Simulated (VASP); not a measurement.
# WS3 (Pm-3m) in VASP: notebook, part 2 of 2

VASP 6.6.1.

## Step 3: Single point, PBE

This run uses another cell than the first one, of 25.72 Å³/atom.

Contents of INCAR:

```
  PREC = Accurate
  ENCUT = 520
  EDIFF = 1E-7
  ISMEAR = -1
  SIGMA = 0.15
  LREAL = False
  LASPH = True
  NELM = 80
  ALGO = Normal
  ISIF = 2
  LWAVE = False
  LCHARG = False
  GGA = PE
  NBANDS = 24
```

Contents of KPOINTS:

```
Automatic mesh
0
Gamma
  10 10 10
```

Contents of POSCAR:

```
WS3
1.0
    4.6860222176      0.0000000000      0.0000000000
    0.0000000000      4.6860222176      0.0000000000
    0.0000000000      0.0000000000      4.6860222176
W S
1 3
Direct
    0.0000000000      0.0000000000      0.0000000000
    0.0000000000      0.0000000000      0.5000000000
    0.0000000000      0.5000000000      0.0000000000
    0.5000000000      0.0000000000      0.0000000000
```

Potentials or basis: VASP PAW PBE potentials, release 64 (W_sv, S).

The run is started by

```bash
> cat potpaw_PBE.64/W_sv/POTCAR potpaw_PBE.64/S/POTCAR > POTCAR
> mpirun -np 1 vasp_std > vasp.out
```

OUTCAR:

```text
PREC = Accurate
   ENCUT = 520
   EDIFF = 1E-7
   ISMEAR = -1
   LREAL = False
   LASPH = True
   NELM = 80
   ISIF = 2
   GGA = PE

 ion  position               nearest neighbor table
   1  0.000  0.000  0.000-   2 2.34   3 2.34   4 2.34   2 2.34   3 2.34   4 2.34
   2  0.000  0.000  0.500-   1 2.34   1 2.34
   3  0.000  0.500  0.000-   1 2.34   1 2.34
   4  0.500  0.000  0.000-   1 2.34   1 2.34

  LATTYP: Found a simple cubic cell.
 ALAT       =     4.6860222176

  Lattice vectors:

 A1 = (   4.6860222176,   0.0000000000,   0.0000000000)
 A2 = (   0.0000000000,   4.6860222176,   0.0000000000)
 A3 = (   0.0000000000,   0.0000000000,   4.6860222176)

Analysis of symmetry for initial positions (statically):
=====================================================================
 Subroutine PRICEL returns:
 Original cell was already a primitive cell.

 Routine SETGRP: Setting up the symmetry group for a
 simple cubic supercell.

 Subroutine GETGRP returns: Found 48 space group operations
 (whereof 48 operations were pure point group operations)
 out of a pool of 48 trial point group operations.

The static configuration has the point symmetry O_h .

Analysis of symmetry for dynamics (positions and initial velocities):
=====================================================================
 Subroutine PRICEL returns:
 Original cell was already a primitive cell.

 Routine SETGRP: Setting up the symmetry group for a
 simple cubic supercell.

 Subroutine GETGRP returns: Found 48 space group operations
 (whereof 48 operations were pure point group operations)
 out of a pool of 48 trial point group operations.

The dynamic configuration has the point symmetry O_h .

 Subroutine INISYM returns: Found 48 space group operations
 (whereof 48 operations are pure point group operations),
 and found     1 'primitive' translations

[... 115 lines left out ...]
   IALGO  =     38    algorithm
   IMIX   =      4    mixing-type and parameters
     AMIX     =   0.40;   BMIX     =  1.00
     AMIX_MAG =   1.60;   BMIX_MAG =  1.00
  volume/ion in A,a.u.               =      25.72       173.60
  Fermi-wavevector in a.u.,A,eV,Ry     =   1.109142  2.095974 16.737832  1.230196
  Thomas-Fermi vector in A             =   2.245678
   LORBIT       =      0    0 simple, 1 ext, 2 COOP (PROOUT), +10 PAW based schemes
   GGA     = PE    functional components
   LHFCALC =     F    Hartree Fock is set to
   AEXX    =    0.0000 exact exchange contribution
   IVDW    =     0    specifies the selected vdW correction
   LEPSILON=     F    determine dielectric tensor
   LRPA    =     F    only Hartree local field effects (RPA)
 non-spin polarized calculation
  energy-cutoff  :      520.00
  volume of cell :      102.90
 maximum number of plane-waves:      2800
 NGX is ok and might be reduce to    36
   NGX = 17   NGY = 17   NGZ = 17

 number of electron      32.0000007 magnetization

 Free energy of the ion-electron system (eV)
  ---------------------------------------------------
  ext. energy  EPLUGINS =         0.00000000
  ---------------------------------------------------
  free energy    TOTEN  =       -25.44635853 eV

  energy without entropy =      -25.27342204  energy(sigma->0) =      -25.35989029

 E-fermi :   2.8350     XC(G=0):  -8.5906

 val. band max:        2.7328258294   @ k =   0.5000   0.3000   0.3000
 cond. band min:       2.8832459083   @ k =   0.4000   0.4000   0.4000
 fundamental gap:      0.1504200788
 Fermi energy:         2.8350078308

 k-point     1 :       0.0000    0.0000    0.0000
  band No.  band energies     occupation
      1     -72.3706      2.00000
      2     -36.5534      2.00000
      3     -36.5534      2.00000
      4     -36.5534      2.00000
      5     -11.1402      2.00000
      6      -9.5904      2.00000
[... 637 lines left out ...]
     23      10.5466      0.00000
     24      11.1223      0.00000

 [... further k-points ...]

------------------------ aborting loop because EDIFF is reached ----------------------------------------

  FORCE on cell =-STRESS in cart. coord.  units (eV):
  Direction    XX          YY          ZZ          XY          YZ          ZX
  --------------------------------------------------------------------------------------
  -------------------------------------------------------------------------------------
  Total       -0.0254025     -0.0254025     -0.0254025      0.0000000     -0.0000000     -0.0000000
  in kB       -0.3955253     -0.3955253     -0.3955253      0.0000000     -0.0000000     -0.0000000
  external PRESSURE =      -0.3955253 kB  Pullay stress =       0.0000000 kB

 VOLUME and BASIS-vectors are now :
 -----------------------------------------------------------------------------
  energy-cutoff  :      520.00
  volume of cell :      102.90
      direct lattice vectors                 reciprocal lattice vectors
     4.686022218  0.000000000  0.000000000     0.213400610  0.000000000  0.000000000
     0.000000000  4.686022218  0.000000000     0.000000000  0.213400610  0.000000000
     0.000000000  0.000000000  4.686022218     0.000000000  0.000000000  0.213400610

 POSITION                                       TOTAL-FORCE (eV/Angst)
 -----------------------------------------------------------------------------------
      0.00000      0.00000      0.00000         0.000000      0.000000      0.000000
      0.00000      0.00000      2.34301         0.000000      0.000000      0.000000
      0.00000      2.34301      0.00000         0.000000      0.000000      0.000000
      2.34301      0.00000      0.00000         0.000000      0.000000      0.000000
 -----------------------------------------------------------------------------------
    total drift:                                0.000000     -0.000000     -0.000000

  FREE ENERGIE OF THE ION-ELECTRON SYSTEM (eV)
  ---------------------------------------------------
  free  energy   TOTEN  =       -25.4463585349 eV

  energy  without entropy=      -25.2734220359  energy(sigma->0) =      -25.35989029
```

OSZICAR:

```text
N       E                     dE             d eps       ncg     rms          rms(c)
DAV:   1     0.233181497409E+03    0.23318E+03   -0.14796E+04  2776   0.123E+03
DAV:   2    -0.143491276517E+02   -0.24753E+03   -0.23538E+03  3360   0.305E+02
DAV:   3    -0.282515464250E+02   -0.13902E+02   -0.13588E+02  3456   0.695E+01
DAV:   4    -0.285239366394E+02   -0.27239E+00   -0.27213E+00  3384   0.108E+01
DAV:   5    -0.285314769459E+02   -0.75403E-02   -0.75386E-02  3552   0.185E+00    0.258E+01
DAV:   6    -0.265004564439E+02    0.20310E+01   -0.93461E+00  3080   0.249E+01    0.960E+00
DAV:   7    -0.255830050221E+02    0.91745E+00   -0.34396E+00  3008   0.140E+01    0.853E+00
DAV:   8    -0.254499985168E+02    0.13301E+00   -0.37756E-01  3160   0.516E+00    0.528E-01
DAV:   9    -0.254462511896E+02    0.37473E-02   -0.18777E-02  3360   0.102E+00    0.356E-01
DAV:  10    -0.254462189220E+02    0.32268E-04   -0.16653E-03  3408   0.294E-01    0.145E-01
DAV:  11    -0.254463604771E+02   -0.14156E-03   -0.40574E-04  3040   0.126E-01    0.327E-02
DAV:  12    -0.254463599789E+02    0.49820E-06   -0.15408E-05  3496   0.297E-02    0.278E-02
DAV:  13    -0.254463579647E+02    0.20143E-05   -0.17391E-05  3024   0.412E-02    0.295E-03
DAV:  14    -0.254463584190E+02   -0.45428E-06   -0.98169E-07  3392   0.677E-03    0.258E-03
DAV:  15    -0.254463585539E+02   -0.13490E-06   -0.22852E-07  2720   0.472E-03    0.887E-04
DAV:  16    -0.254463585349E+02    0.18912E-07   -0.17627E-08  2536   0.104E-03
   1 F= -.25446359E+02 E0= -.25359890E+02  d E =-.172936E+00
```

Wall time 1.8 min (1 thread of Intel Xeon Platinum 8259CL at 2.50GHz (Skylake/Cascade Lake), shared host); peak memory 0.28 GiB.

What came out:

| Property | Result |
| --- | --- |
| Free energy | -25.4464 eV |
| Pressure | 0.0 GPa |
| Band gap on the k mesh | zero (bands 16 and 17 overlap by 1.19 eV) |

Caveat: spin-orbit coupling is left out, which moves the levels of the heavy elements.
